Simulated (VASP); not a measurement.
Write the native input for VASP 6.6.1 that does the following.

| Property | Result |
| --- | --- |
| Task | single point |
| Functional | PBE |
| Potentials or basis | VASP PAW PBE potentials, release 64 (Ta_pv) |
| Cutoff | 500 eV |
| k mesh | 18 × 18 × 18 |
| Occupations | gaussian, width 0.1 eV |
| Spin | no spin polarisation |
| Dipole correction | no |
| Further INCAR settings | ALGO = Normal; EDIFF = 1e-06; NBANDS = 12 |

The structure of Ta lies in POSCAR:

```
Ta
1.0
   -1.6594079754      1.6594079754      1.6594079754
    1.6594079754     -1.6594079754      1.6594079754
    1.6594079754      1.6594079754     -1.6594079754
Ta
1
Direct
    0.0000000000      0.0000000000      0.0000000000
```

These files were run (other wordings do the same):

INCAR

```
SYSTEM = Ta
  PREC = Accurate
  ENCUT = 500
  EDIFF = 1E-6
  ISMEAR = 0
  SIGMA = 0.1
  LREAL = .FALSE.
  LASPH = .TRUE.
  NELM = 120
  ALGO = Normal
  ISIF = 2
  LWAVE = .FALSE.
  LCHARG = .TRUE.
  GGA = PE
  LELF = .TRUE.
  LVHAR = .TRUE.
  NBANDS = 12
  GGA_COMPAT = .FALSE.
```

KPOINTS

```
regular mesh
0
G
  18 18 18
  0 0 0
```

Potentials or basis: VASP PAW PBE potentials, release 64 (Ta_pv).

Run with:

```console
$ cat potpaw_PBE.64/Ta_pv/POTCAR > POTCAR
$ mpirun -np 1 vasp_std > vasp.out
```

Results of the run:

The pressure is 0.1 GPa.

Wall time 42 s on 1 thread of Intel Xeon 8259CL (shared host), peak memory 0.17 GiB.
